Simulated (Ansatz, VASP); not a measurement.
One calculation of Pd, two programs

The input POSCAR:

```
Pd
1.0
    0.0000000000      1.9406227587      1.9406227587
    1.9406227587      0.0000000000      1.9406227587
    1.9406227587      1.9406227587      0.0000000000
Pd
1
Direct
    0.0000000000      0.0000000000      0.0000000000
```

INCAR.step1

```
SYSTEM = Pd
PREC = Accurate
ENCUT = 520
ISMEAR = 0
SIGMA = 0.05
LREAL = .False.
LASPH = .True.
NELM = 80
NBANDS = 11
GGA = PE
ALGO = Normal
EDIFF = 1E-4
LWAVE = .True.
LCHARG = .False.
```

INCAR.step2

```
SYSTEM = Pd
PREC = Accurate
ENCUT = 520
EDIFF = 1E-7
ISMEAR = 0
SIGMA = 0.05
LREAL = .False.
LASPH = .True.
NELM = 80
ALGO = Normal
ISIF = 2
LWAVE = .False.
LCHARG = .True.
METAGGA = R2SCAN
LMIXTAU = .True.
LELF = .True.
LVHAR = .True.
NBANDS = 11
ISTART = 1
```

Contents of KPOINTS:

```
Automatic mesh
0
Gamma
  20 20 20
  0 0 0
```

Input for Ansatz:

```yaml
crystal:
  lattice:
    - [0.0, 1.9406227587, 1.9406227587]
    - [1.9406227587, 0.0, 1.9406227587]
    - [1.9406227587, 1.9406227587, 0.0]
  atoms:
    - { symbol: Pd, position: [0.0, 0.0, 0.0] }
basis:
  ecutwfc: 500
  ecutrho_ratio: 4
kpoints:
  mp_grid: { grid: [20, 20, 20] }
hamiltonian:
  xc: r2scan
scf:
  occupations: { method: gaussian, width: 0.05 }
output:
  forces: true
  stress: true
  eigenvalues: true
```

Alike in both runs: task single point; functional r2SCAN; k mesh 20 × 20 × 20; occupations gaussian, width 0.05 eV; no spin polarisation.

```csv
,VASP,Ansatz
version,VASP 6.6.1,Ansatz 0.2.0
potentials or method,"VASP PAW PBE potentials, release 64 (Pd), cutoff 520 eV","scalar-relativistic, plane waves, PAW"
valence electrons in the cell,10,18
```

Ansatz gave:

```
gap on the k mesh at the Fermi level (eV) : none
pressure (GPa)                            : 3.9
```

Question: What did VASP give for the same quantities?

Answer: gap on the k mesh at the Fermi level (eV): none; pressure (GPa): 4.7.

VASP's potentials were made for PBE, not for r2SCAN. A gap of «none» marks a metal or a gap that the smearing closes. VASP's potentials hold 10 valence electrons a cell and Ansatz's 18, so a difference there can come from the potentials and not from the codes.
